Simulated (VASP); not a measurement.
# Si2Mo (I4/mmm) in VASP: a series of runs, part 5 of 5

VASP 6.6.1. Earlier steps stand in the parts before.

## (6) Single point, r2SCAN+D4 (volume scaled by 1.02)

POSCAR reads:

```
Si2Mo
1.0
   -1.6074594120      1.6074594120      3.9199064044
    1.6074594120     -1.6074594120      3.9199064044
    1.6074594120      1.6074594120     -3.9199064044
Si Mo
2 1
Direct
    0.3356722478      0.3356722478      0.0000000000
    0.6643277522      0.6643277522      0.0000000000
    0.0000000000      0.0000000000      0.0000000000
```

INCAR.step1 reads:

```
PREC = Accurate
ENCUT = 520
ISMEAR = 0
SIGMA = 0.05
LREAL = False
LASPH = True
NELM = 100
NBANDS = 18
GGA = PE
ALGO = Normal
EDIFF = 1E-4
LWAVE = True
LCHARG = False
```

INCAR.step2 reads:

```
PREC = Accurate
ENCUT = 520
EDIFF = 1E-7
ISMEAR = 0
SIGMA = 0.05
LREAL = False
LASPH = True
NELM = 100
ALGO = Normal
ISIF = 2
LWAVE = False
LCHARG = True
METAGGA = R2SCAN
LMIXTAU = True
IVDW = 13
VDW_S6 = 1.0
VDW_S8 = 0.6018749
VDW_A1 = 0.51559235
VDW_A2 = 5.77342911
LELF = True
LVHAR = True
NBANDS = 18
ISTART = 1
```

KPOINTS reads:

```
Automatic mesh
0
Gamma
  10 10 10
```

Potentials or basis: VASP PAW PBE potentials, release 64 (Si, Mo_sv).

Command:

```console
$ cat potpaw_PBE.64/Si/POTCAR potpaw_PBE.64/Mo_sv/POTCAR > POTCAR
$ cp INCAR.step1 INCAR
$ mpirun -np 1 vasp_std > vasp.out
$ cp INCAR.step2 INCAR
$ mpirun -np 1 vasp_std > vasp.out
```

OUTCAR:

```text
PREC = Accurate
   ENCUT = 520
   EDIFF = 1E-7
   ISMEAR = 0
   LREAL = False
   LASPH = True
   NELM = 100
   ISIF = 2
   METAGGA = R2SCAN
   IVDW = 13
   ISTART = 1

 ion  position               nearest neighbor table
   1  0.336  0.336  0.000-   2 2.58   3 2.61   3 2.61   3 2.61   3 2.61   3 2.63   2 2.64   2 2.64
                             2 2.64   2 2.64
   2  0.664  0.664  0.000-   1 2.58   3 2.61   3 2.61   3 2.61   3 2.61   3 2.63   1 2.64   1 2.64
                             1 2.64   1 2.64
   3  0.000  0.000  0.000-   2 2.61   2 2.61   2 2.61   1 2.61   1 2.61   1 2.61   2 2.61   1 2.61
                             1 2.63   2 2.63

  LATTYP: Found a body centered tetragonal cell.
 ALAT       =     3.2149188240
 C/A-ratio  =     2.4385725544

  Lattice vectors:

 A1 = (  -1.6074594120,   1.6074594120,   3.9199064044)
 A2 = (   1.6074594120,  -1.6074594120,   3.9199064044)
 A3 = (   1.6074594120,   1.6074594120,  -3.9199064044)

Analysis of symmetry for initial positions (statically):
=====================================================================
 Subroutine PRICEL returns:
 Original cell was already a primitive cell.

 Routine SETGRP: Setting up the symmetry group for a
 body centered tetragonal supercell.

 Subroutine GETGRP returns: Found 16 space group operations
 (whereof 16 operations were pure point group operations)
 out of a pool of 16 trial point group operations.

The static configuration has the point symmetry D_4h.

Analysis of symmetry for dynamics (positions and initial velocities):
=====================================================================
 Subroutine PRICEL returns:
 Original cell was already a primitive cell.

 Routine SETGRP: Setting up the symmetry group for a
 body centered tetragonal supercell.

 Subroutine GETGRP returns: Found 16 space group operations
 (whereof 16 operations were pure point group operations)
 out of a pool of 16 trial point group operations.

The dynamic configuration has the point symmetry D_4h.

 Subroutine INISYM returns: Found 16 space group operations
 (whereof 16 operations are pure point group operations),
 and found     1 'primitive' translations

----------------------------------------------------------------------------------------

                                     Primitive cell

  volume of cell :      40.5150

  direct lattice vectors                    reciprocal lattice vectors
    -1.607459412  1.607459412  3.919906404     0.000000000  0.311049844  0.127554066
     1.607459412 -1.607459412  3.919906404     0.311049844  0.000000000  0.127554066
     1.607459412  1.607459412 -3.919906404     0.311049844  0.311049844  0.000000000

  length of vectors
     4.531392473  4.531392473  4.531392473     0.336187515  0.336187515  0.439890909

  position of ions in fractional coordinates (direct lattice)
     0.335672248  0.335672248  0.000000000
     0.664327752  0.664327752  0.000000000
     0.000000000  0.000000000  0.000000000

  ion indices of the primitive-cell ions
   primitive index   ion index
                 1           1
                 2           2
                 3           3

[... 27 lines left out ...]
            Coordinates               Weight
  0.000000  0.000000  0.000000      1.000000
  0.100000  0.000000 -0.000000      8.000000
  0.200000  0.000000 -0.000000      8.000000
  0.300000  0.000000 -0.000000      8.000000
  0.400000  0.000000 -0.000000      8.000000
  0.500000  0.000000  0.000000      4.000000
[... 16 lines left out ...]
  0.300000  0.300000 -0.000000      8.000000
  0.400000  0.300000 -0.000000     16.000000
 [... further k-points ...]
   k-points           NKPTS =    102   k-points in BZ     NKDIM =    102   number of bands    NBANDS=     18
   number of dos      NEDOS =    301   number of ions     NIONS =      3
   total plane-waves  NPLWV =  46656
   dimension x,y,z NGX =    36 NGY =   36 NGZ =   36
   dimension x,y,z NGXF=    72 NGYF=   72 NGZF=   72
   ions per type =               2   1
   NGX,Y,Z   is equivalent  to a cutoff of  13.21, 13.21, 13.21 a.u.
   NGXF,Y,Z  is equivalent  to a cutoff of  26.42, 26.42, 26.42 a.u.
 SYSTEM =  unknown system
   PREC   = accura    normal or accurate (medium, high low for compatibility)
   ISTART =      1    job   : 0-new  1-cont  2-samecut
   ICHARG =      0    charge: 1-file 2-atom 10-const
   ISPIN  =      1    spin polarized calculation?
   LNONCOLLINEAR =      F non collinear calculations
   LSORBIT =      F    spin-orbit coupling
   LASPH  =      T    aspherical Exc in radial PAW
   ENCUT  =  520.0 eV  38.22 Ry    6.18 a.u.   8.43  8.43  8.43*2*pi/ulx,y,z
   NELM   =    100;   NELMIN=  2; NELMDL=  0     # of ELM steps
   EDIFF  = 0.1E-06   stopping-criterion for ELM
   LREAL  =      F    real-space projection
   EDIFFG = 0.1E-05   stopping-criterion for IOM
   NSW    =      0    number of steps for IOM
   IBRION =     -1    ionic relax: 0-MD 1-quasi-New 2-CG
   NFREE  =      0    steps in history (QN), initial steepest desc. (CG)
   ISIF   =      2    stress and relaxation
   ISYM   =      2    0-nonsym 1-usesym 2-fastsym
   POTIM  = 0.5000    time-step for ionic-motion
   TEBEG  =    0.0;   TEEND  =   0.0 temperature during run
   PSTRESS=    0.0 pullay stress
   NELECT =      22.0000    total number of electrons
   NUPDOWN=      -1.0000    fix difference up-down
   EMIN   =  10.00;   EMAX   =-10.00  energy-range for DOS
   EFERMI =   0.00;   METHOD = LEGACY
   ISMEAR =     0;   SIGMA  =   0.05  broadening in eV -4-tet -1-fermi 0-gaus
   EFERMI_NEDOS =   21; number of points for ismear=-14 and -15
   IALGO  =     38    algorithm
   IMIX   =      4    mixing-type and parameters
     AMIX     =   0.40;   BMIX     =  1.00
     AMIX_MAG =   1.60;   BMIX_MAG =  1.00
  volume/ion in A,a.u.               =      13.50        91.14
  Fermi-wavevector in a.u.,A,eV,Ry     =   1.335602  2.523922 24.270527  1.783833
  Thomas-Fermi vector in A             =   2.464294
   LORBIT       =      0    0 simple, 1 ext, 2 COOP (PROOUT), +10 PAW based schemes
   METAGGA = R2SCAN    functional components
   LHFCALC =     F    Hartree Fock is set to
   AEXX    =    0.0000 exact exchange contribution
   IVDW    =    13    specifies the selected vdW correction
   LEPSILON=     F    determine dielectric tensor
   LRPA    =     F    only Hartree local field effects (RPA)
 non-spin polarized calculation
 Gauss-broadening in eV      SIGMA  =   0.05
  energy-cutoff  :      520.00
  volume of cell :       40.51
 maximum number of plane-waves:      1110
 NGX is ok and might be reduce to    36
   NGX = 17   NGY = 17   NGZ = 17

 number of electron      22.0000000 magnetization

 Free energy of the ion-electron system (eV)
  ---------------------------------------------------
  ext. energy  EPLUGINS =         0.00000000
  ---------------------------------------------------
  free energy    TOTEN  =       -45.01488402 eV

  energy without entropy =      -45.01456369  energy(sigma->0) =      -45.01472386

 E-fermi :  12.0305     XC(G=0): -13.3471

 val. band max:       12.0231427852   @ k =  -0.4000   0.5000   0.4000
 cond. band min:      12.2731448232   @ k =  -0.4000   0.4000   0.4000
 fundamental gap:      0.2500020381
 Fermi energy:        12.0305303579

 k-point     1 :       0.0000    0.0000    0.0000
  band No.  band energies     occupation
      1     -50.4859      2.00000
      2     -23.9197      2.00000
      3     -23.8380      2.00000
      4     -23.8380      2.00000
      5      -1.9659      2.00000
      6       5.4225      2.00000
[... 481 lines left out ...]
      5       2.2999      2.00000
      6       3.4324      2.00000
[... 10 lines left out ...]
     17      19.3099      0.00000
     18      21.5539      0.00000

 [... further k-points ...]

------------------------ aborting loop because EDIFF is reached ----------------------------------------

  DFT-D4 for vdW energy calculation

  Edisp (eV):   -0.57009

  FORCE on cell =-STRESS in cart. coord.  units (eV):
  Direction    XX          YY          ZZ          XY          YZ          ZX
  --------------------------------------------------------------------------------------
  -------------------------------------------------------------------------------------
  Total      -0.97055    -0.97055    -0.97810     0.00000     0.00000     0.00000
  in kB     -38.38062   -38.38062   -38.67933     0.00000     0.00000     0.00000
  external pressure =      -38.48 kB  Pullay stress =        0.00 kB

 VOLUME and BASIS-vectors are now :
 -----------------------------------------------------------------------------
  energy-cutoff  :      520.00
  volume of cell :       40.51
      direct lattice vectors                 reciprocal lattice vectors
    -1.607459412  1.607459412  3.919906404     0.000000000  0.311049844  0.127554066
     1.607459412 -1.607459412  3.919906404     0.311049844  0.000000000  0.127554066
     1.607459412  1.607459412 -3.919906404     0.311049844  0.311049844  0.000000000

 POSITION                                       TOTAL-FORCE (eV/Angst)
 -----------------------------------------------------------------------------------
      0.00000      0.00000      2.63161        -0.000000     -0.000000     -0.005121
      0.00000      0.00000      5.20821         0.000000      0.000000      0.005121
      0.00000      0.00000      0.00000         0.000000      0.000000     -0.000000
 -----------------------------------------------------------------------------------
    total drift:                               -0.000000      0.000000     -0.000000

  FREE ENERGIE OF THE ION-ELECTRON SYSTEM (eV)
  ---------------------------------------------------
  free  energy   TOTEN  =       -45.5849704196 eV

  energy  without entropy=      -45.5846500887  energy(sigma->0) =      -45.58481025
```

Run time: 2.7 min. Hardware: 1 thread of Intel Xeon 6975P-C (Granite Rapids), shared host; peak memory 0.25 GiB.

What came out:

```
Free energy                : -45.5850 eV
Pressure                   : -3.8 GPa
Largest force              : 0.005 eV/Å
Band gap on the k mesh     : zero (band 11 reaches 12.56 eV, above the bottom of band 12 at 11.57 eV)
Dispersion energy per atom : -0.190 eV
```

Forces on the atoms (eV/Å):
```
Si   0.000  0.000 -0.005
Si   0.000  0.000  0.005
Mo   0.000  0.000  0.000
```

Levels at points of the mesh, in eV from the Fermi level:
```
           k point  band 9  band 10  band 11  band 12  band 13  band 14
(0.00, 0.00, 0.00)   -2.67    -2.67     0.44     3.51     3.58     3.71
(0.50, 0.00, 0.00)   -2.66    -2.51    -0.44     2.59     3.36     4.49
(0.50, 0.50, 0.00)   -4.56    -3.09    -1.30     2.66     3.08     3.53
(0.50, 0.50, 0.50)   -0.49    -0.49    -0.47    -0.47     0.58     5.25
```

Caveat: the PAW data sets were made with another functional, which shifts forces and pressure a little; pairwise dispersion overbinds metals, which lowers pressure and volume.

## (7) The runs side by side

```csv
level,cell,gap on the mesh (eV),pressure (GPa),largest force (eV/Å)
r2SCAN+D4,"a = 4.504 Å, angles 138.5, 138.5, 60.2°, 3 atoms",none,0.4,0.01
r2SCAN,"a = 4.517 Å, angles 138.5, 138.5, 60.2°, 3 atoms",none,0.4,0.01
r2SCAN,"a = 4.522 Å, angles 138.5, 138.5, 60.2°, 3 atoms",none,-0.5,-
r2SCAN+D4,"a = 4.522 Å, angles 138.5, 138.5, 60.2°, 3 atoms",none,-2.5,-
r2SCAN+D4,"a = 4.531 Å, angles 138.4, 138.4, 60.2°, 3 atoms",none,-3.8,0.01
```

Alike in all rows: task single point; potentials or basis VASP PAW PBE potentials, release 64 (Si, Mo_sv); no spin polarisation; k mesh 10 × 10 × 10; cutoff (eV) 520; smearing gaussian 0.05 eV.

Caveats: the PAW data sets were made with another functional, which shifts forces and pressure a little; pairwise dispersion overbinds metals, which lowers pressure and volume (some runs).

Total energies depend on the potentials used, so only differences within one code and one set of settings carry meaning.
